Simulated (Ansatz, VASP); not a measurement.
**Te2Mo: VASP beside Ansatz**

```
Mo Te
1.0
     0.00000    3.31483    3.31483
     3.31483    0.00000    3.31483
     3.31483    3.31483    0.00000
Mo Te
1 2
Direct
  0.00000 0.00000 0.00000
  0.25000 0.25000 0.25000
  0.75000 0.75000 0.75000
```

Alike in both runs: task single point; functional PBEsol; k mesh 4 × 4 × 4; occupations fermi-dirac, width 0.02 eV; no spin polarisation.

|  | VASP | Ansatz |
| --- | --- | --- |
| version | VASP 6.6.1 | Ansatz 0.2.0 |
| potentials or method | VASP PAW PBE potentials, release 64 (Mo_sv, Te) | plane waves |
| plane-wave cutoff (eV) | 520 | 420 |
| valence electrons in the cell | 26 | 46 |

VASP gave:

- pressure (GPa): -2.2

Question: Which values does Ansatz return?

Answer: Pressure (GPa): -2.3.

VASP's potentials were made for PBE, not for PBEsol. The functional is the same, so the differences come from potentials, cutoffs and numerics. VASP's potentials hold 26 valence electrons a cell and Ansatz's 46, so a difference there can come from the potentials and not from the codes.

The k mesh is coarse, so the values compare programs but aren't converged. Spin-orbit coupling is off throughout.
